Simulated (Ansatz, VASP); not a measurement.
Two plane-wave programs on Tl

```
CELL_PARAMETERS angstrom
3.45600 0.00000 0.00000
-1.72800 2.99298 0.00000
0.00000 0.00000 5.96700
ATOMIC_POSITIONS crystal
Tl 0.33333 0.66667 0.25000
Tl 0.66667 0.33333 0.75000
```

Change from the starting cell: strain +0.000 along x and y, +0.080 along z, atoms carried along.

Alike in both runs: task single point; functional PBE; k mesh 18 × 18 × 10; occupations gaussian, width 0.15 eV; no spin polarisation.

|  | VASP | Ansatz |
| --- | --- | --- |
| version | VASP 6.6.1 | Ansatz 0.2.0 |
| potentials or method | VASP PAW PBE potentials, release 64 (Tl_d), cutoff 520 eV | scalar-relativistic, plane waves, PAW |
| valence electrons in the cell | 26 | 26 |

```csv
,VASP,Ansatz,Ansatz less VASP
gap on the k mesh at the Fermi level (eV),none,none,-
pressure (GPa),0.4,0.5,+0.06
"traceless stress, the component that is largest in VASP (GPa)",-1.19,-1.19,+0.002
```

A gap of «none» marks a metal or a gap that the smearing closes. With one functional, cell and mesh, what is left measures potentials, basis and numerics.

Spin-orbit coupling is off throughout.
